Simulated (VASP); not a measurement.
The system is KI.

```
CELL_PARAMETERS angstrom
0.00000 3.96589 3.96589
3.96589 0.00000 3.96589
3.96589 3.96589 0.00000
ATOMIC_POSITIONS crystal
K 0.00000 0.00000 0.00000
I 0.25000 0.25000 0.25000
```

Base run:

* Program: VASP 6.6.1
* Functional: PBE
* Potentials or basis: VASP PAW PBE potentials, release 64 (K_sv, I)
* Cutoff: 520 eV
* k mesh: 6 × 6 × 6
* Occupations: gaussian, width 0.01 eV
* Spin: no spin polarisation

Its results: band gap on the k mesh 3.93 eV, indirect (the least direct gap lies 3.1 meV higher); pressure 0.2 GPa.

Task: The run is repeated on the same cell with these changes: functional from PBE to r2SCAN; further incar settings from ALGO = Normal; EDIFF = 1e-06; NBANDS = 15 to ALGO = Normal; EDIFF = 1e-07; NBANDS = 15. What comes out?

Result: Band gap on the k mesh 4.47 eV, indirect (the least direct gap lies 2.7 meV higher); pressure 0.0 GPa.

Caveats: spin-orbit coupling is left out, which moves the levels of the heavy elements; the PAW data sets were made with another functional, which shifts forces and pressure a little (some runs).

A k mesh can miss the band edges.
